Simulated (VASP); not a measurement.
# Cr (Im-3m) in VASP: single point with PBEsol

Aim: the single point of Cr with PBEsol.

Program: VASP 6.6.1. These are calculated values, not measurements. Logs are shortened: lines on timing, memory, paths and dates and some standing lists are left out, and cuts for length are marked.

## 1. The cell of the first run

It takes space group Im-3m (No. 229, cubic). Conventional cell: a = 2.814 Å, b = 2.814 Å, c = 2.814 Å, α = 90.00°, β = 90.00°, γ = 90.00°. Within 3.2 Å of Cr (site symmetry m-3m) lie 14 Cr at 2.44 to 2.81 Å.

## 2. Single point, PBEsol

Input file INCAR:

```
  PREC = Accurate
  ENCUT = 520
  EDIFF = 1E-7
  ISMEAR = 0
  SIGMA = 0.1
  LREAL = False
  LASPH = True
  NELM = 60
  ALGO = Fast
  ISIF = 2
  LWAVE = False
  LCHARG = False
  GGA = PS
  NBANDS = 19
```

Input file KPOINTS:

```
Automatic mesh
0
Gamma
  38 38 38
```

Input file POSCAR:

```
Cr
1.0
    2.8144563453      0.0000000000      0.0000000000
    0.0000000000      2.8144563453      0.0000000000
    0.0000000000      0.0000000000      2.8144563453
Cr
2
Direct
    0.0000000000      0.0000000000      0.0000000000
    0.5000000000      0.5000000000      0.5000000000
```

Potentials or basis: VASP PAW PBE potentials, release 64 (Cr_pv).

Command:

```
$ cat potpaw_PBE.64/Cr_pv/POTCAR > POTCAR
$ mpirun -np 1 vasp_std > vasp.out
```

OUTCAR:

```text
PREC = Accurate
   ENCUT = 520
   EDIFF = 1E-7
   ISMEAR = 0
   LREAL = False
   LASPH = True
   NELM = 60
   ISIF = 2
   GGA = PS

 ion  position               nearest neighbor table
   1  0.000  0.000  0.000-   2 2.44   2 2.44   2 2.44   2 2.44   2 2.44   2 2.44   2 2.44   2 2.44

   2  0.500  0.500  0.500-   1 2.44   1 2.44   1 2.44   1 2.44   1 2.44   1 2.44   1 2.44   1 2.44

  LATTYP: Found a simple cubic cell.
 ALAT       =     2.8144563453

  Lattice vectors:

 A1 = (   2.8144563453,   0.0000000000,   0.0000000000)
 A2 = (   0.0000000000,   2.8144563453,   0.0000000000)
 A3 = (   0.0000000000,   0.0000000000,   2.8144563453)

Analysis of symmetry for initial positions (statically):
=====================================================================
 Subroutine PRICEL returns following result:

  LATTYP: Found a body centered cubic cell.
 ALAT       =     2.8144563453

  Lattice vectors:

 A1 = (   1.4072281726,   1.4072281726,  -1.4072281726)
 A2 = (  -1.4072281726,   1.4072281726,   1.4072281726)
 A3 = (   1.4072281726,  -1.4072281726,   1.4072281726)

   2 primitive cells build up your supercell.

 Routine SETGRP: Setting up the symmetry group for a
 simple cubic supercell.

 Subroutine GETGRP returns: Found 48 space group operations
 (whereof 48 operations were pure point group operations)
 out of a pool of 48 trial point group operations.

The static configuration has the point symmetry O_h .

Analysis of symmetry for dynamics (positions and initial velocities):
=====================================================================
 Subroutine PRICEL returns following result:

  LATTYP: Found a body centered cubic cell.
 ALAT       =     2.8144563453

  Lattice vectors:

 A1 = (   1.4072281726,   1.4072281726,  -1.4072281726)
 A2 = (  -1.4072281726,   1.4072281726,   1.4072281726)
 A3 = (   1.4072281726,  -1.4072281726,   1.4072281726)

   2 primitive cells build up your supercell.

 Routine SETGRP: Setting up the symmetry group for a
 simple cubic supercell.

 Subroutine GETGRP returns: Found 48 space group operations
 (whereof 48 operations were pure point group operations)
 out of a pool of 48 trial point group operations.

The dynamic configuration has the point symmetry O_h .

 Subroutine INISYM returns: Found 48 space group operations
[... 90 lines left out ...]
   LNONCOLLINEAR =      F non collinear calculations
   LSORBIT =      F    spin-orbit coupling
   LASPH  =      T    aspherical Exc in radial PAW
   ENCUT  =  520.0 eV  38.22 Ry    6.18 a.u.   5.23  5.23  5.23*2*pi/ulx,y,z
   NELM   =     60;   NELMIN=  2; NELMDL= -5     # of ELM steps
   EDIFF  = 0.1E-06   stopping-criterion for ELM
   LREAL  =      F    real-space projection
   EDIFFG = 0.1E-05   stopping-criterion for IOM
   NSW    =      0    number of steps for IOM
   IBRION =     -1    ionic relax: 0-MD 1-quasi-New 2-CG
   NFREE  =      0    steps in history (QN), initial steepest desc. (CG)
   ISIF   =      2    stress and relaxation
   ISYM   =      2    0-nonsym 1-usesym 2-fastsym
   POTIM  = 0.5000    time-step for ionic-motion
   TEBEG  =    0.0;   TEEND  =   0.0 temperature during run
   PSTRESS=    0.0 pullay stress
   NELECT =      24.0000    total number of electrons
   NUPDOWN=      -1.0000    fix difference up-down
   EMIN   =  10.00;   EMAX   =-10.00  energy-range for DOS
   EFERMI =   0.00;   METHOD = LEGACY
   ISMEAR =     0;   SIGMA  =   0.10  broadening in eV -4-tet -1-fermi 0-gaus
   EFERMI_NEDOS =   21; number of points for ismear=-14 and -15
   IALGO  =     68    algorithm
   IMIX   =      4    mixing-type and parameters
     AMIX     =   0.40;   BMIX     =  1.00
     AMIX_MAG =   1.60;   BMIX_MAG =  1.00
  volume/ion in A,a.u.               =      11.15        75.22
  Fermi-wavevector in a.u.,A,eV,Ry     =   1.677841  3.170659 38.302434  2.815149
  Thomas-Fermi vector in A             =   2.762036
   LORBIT       =      0    0 simple, 1 ext, 2 COOP (PROOUT), +10 PAW based schemes
   GGA     = PS    functional components
   LHFCALC =     F    Hartree Fock is set to
   AEXX    =    0.0000 exact exchange contribution
   IVDW    =     0    specifies the selected vdW correction
   LEPSILON=     F    determine dielectric tensor
   LRPA    =     F    only Hartree local field effects (RPA)
 non-spin polarized calculation
 RMM-DIIS sequential band-by-band and
 Gauss-broadening in eV      SIGMA  =   0.10
  energy-cutoff  :      520.00
  volume of cell :       22.29
 maximum number of plane-waves:       624
 NGX is ok and might be reduce to    24
   NGX = 11   NGY = 11   NGZ = 11

 number of electron      24.0000016 magnetization

 Free energy of the ion-electron system (eV)
  ---------------------------------------------------
  ext. energy  EPLUGINS =         0.00000000
  ---------------------------------------------------
  free energy    TOTEN  =       -20.48847148 eV

  energy without entropy =      -20.48179285  energy(sigma->0) =      -20.48513216

 E-fermi :  11.3524     XC(G=0): -14.0444

 val. band max:       11.3516635501   @ k =   0.4474   0.4211   0.0000
 cond. band min:      11.3543607044   @ k =   0.3947   0.1053   0.1053
 fundamental gap:      0.0026971543
 Fermi energy:        11.3523572678

 k-point     1 :       0.0000    0.0000    0.0000
  band No.  band energies     occupation
      1     -31.9008      2.00000
      2     -31.9008      2.00000
      3     -31.9008      2.00000
      4     -31.1929      2.00000
      5     -31.1929      2.00000
      6     -31.1929      2.00000
[... 505 lines left out ...]
      6     -31.2061      2.00000
[... 11 lines left out ...]
     18      21.1505      0.00000
     19      22.6591      0.00000

 [... further k-points ...]

------------------------ aborting loop because EDIFF is reached ----------------------------------------

  FORCE on cell =-STRESS in cart. coord.  units (eV):
  Direction    XX          YY          ZZ          XY          YZ          ZX
  --------------------------------------------------------------------------------------
  -------------------------------------------------------------------------------------
  Total       -0.0814047     -0.0814047     -0.0814047      0.0000000      0.0000000     -0.0000000
  in kB       -5.8502815     -5.8502815     -5.8502815      0.0000000      0.0000000     -0.0000000
  external PRESSURE =      -5.8502815 kB  Pullay stress =       0.0000000 kB

 VOLUME and BASIS-vectors are now :
 -----------------------------------------------------------------------------
  energy-cutoff  :      520.00
  volume of cell :       22.29
      direct lattice vectors                 reciprocal lattice vectors
     2.814456345  0.000000000  0.000000000     0.355308407  0.000000000  0.000000000
     0.000000000  2.814456345  0.000000000     0.000000000  0.355308407  0.000000000
     0.000000000  0.000000000  2.814456345     0.000000000  0.000000000  0.355308407

 POSITION                                       TOTAL-FORCE (eV/Angst)
 -----------------------------------------------------------------------------------
      0.00000      0.00000      0.00000         0.000000      0.000000      0.000000
      1.40723      1.40723      1.40723        -0.000000     -0.000000     -0.000000
 -----------------------------------------------------------------------------------
    total drift:                                0.000000      0.000000     -0.000000

  FREE ENERGIE OF THE ION-ELECTRON SYSTEM (eV)
  ---------------------------------------------------
  free  energy   TOTEN  =       -20.4884714793 eV

  energy  without entropy=      -20.4817928480  energy(sigma->0) =      -20.48513216
```

OSZICAR:

```text
N       E                     dE             d eps       ncg     rms          rms(c)
DAV:   1     0.237505794899E+03    0.23751E+03   -0.13809E+04 58576   0.156E+03
DAV:   2    -0.159469063363E+02   -0.25345E+03   -0.24773E+03 59312   0.440E+02
DAV:   3    -0.240388239096E+02   -0.80919E+01   -0.79882E+01 61760   0.938E+01
DAV:   4    -0.241612620433E+02   -0.12244E+00   -0.12215E+00 78013   0.106E+01
DAV:   5    -0.241634036124E+02   -0.21416E-02   -0.21368E-02 64349   0.131E+00    0.204E+01
RMM:   6    -0.204999774623E+02    0.36634E+01   -0.14878E+01 60026   0.391E+01    0.293E+00
RMM:   7    -0.205086760882E+02   -0.86986E-02   -0.71270E-01 61770   0.622E+00    0.149E+00
RMM:   8    -0.204889786916E+02    0.19697E-01   -0.34027E-02 64711   0.180E+00    0.424E-01
RMM:   9    -0.204882273767E+02    0.75131E-03   -0.76814E-03 70404   0.873E-01    0.722E-02
RMM:  10    -0.204884054733E+02   -0.17810E-03   -0.21366E-03 79319   0.425E-01    0.557E-02
RMM:  11    -0.204885106016E+02   -0.10513E-03   -0.64800E-04 72226   0.271E-01    0.874E-02
RMM:  12    -0.204884671343E+02    0.43467E-04   -0.34761E-04 68685   0.200E-01    0.102E-01
RMM:  13    -0.204884826717E+02   -0.15537E-04   -0.18178E-04 78563   0.118E-01    0.411E-02
RMM:  14    -0.204884723856E+02    0.10286E-04   -0.67750E-05 75134   0.745E-02    0.186E-02
RMM:  15    -0.204884722727E+02    0.11297E-06   -0.32126E-05 85348   0.406E-02    0.918E-03
RMM:  16    -0.204884714644E+02    0.80829E-06   -0.62865E-06 76889   0.244E-02    0.236E-03
RMM:  17    -0.204884714986E+02   -0.34204E-07   -0.40449E-06 77934   0.900E-03    0.999E-04
RMM:  18    -0.204884714793E+02    0.19307E-07   -0.75224E-07 68584   0.404E-03
   1 F= -.20488471E+02 E0= -.20485132E+02  d E =-.667863E-02
```

stdout:

```text
POSCAR found type information on POSCAR Cr
 POSCAR found :  1 types and       2 ions
 scaLAPACK will be used
 -----------------------------------------------------------------------------
|                                                                             |
[... 19 lines left out ...]
WARNING in EDDRMM: call to ZHEGV failed, returncode =   6  3     19
 num prob WARNING in EDDRMM: call to ZHEGV failed, returncode =   6  3     19
WARNING in EDDRMM: call to ZHEGV failed, returncode =   8  4     19
WARNING in EDDRMM: call to ZHEGV failed, returncode =   6  3     19
WARNING in EDDRMM: call to ZHEGV failed, returncode =   8  4     19
 num prob  num prob  num prob  num prob  num prob  num prob  num prob  num prob WARNING in EDDRMM: call to ZHEGV failed, returncode =   8  4     19
WARNING in EDDRMM: call to ZHEGV failed, returncode =   6  3     19
```

Wall time 14 min (1 thread of Intel Xeon Platinum 8259CL at 2.50GHz (Skylake/Cascade Lake), shared host); peak memory 0.59 GiB.

Results:

* Free energy: -20.4885 eV
* Pressure: -0.6 GPa
* Band gap on the k mesh: zero (bands 12 and 13 overlap by 1.61 eV)

Caveat: the PAW data sets were made with another functional, which shifts forces and pressure a little; the run has no spin polarisation, though such a crystal can be magnetic.
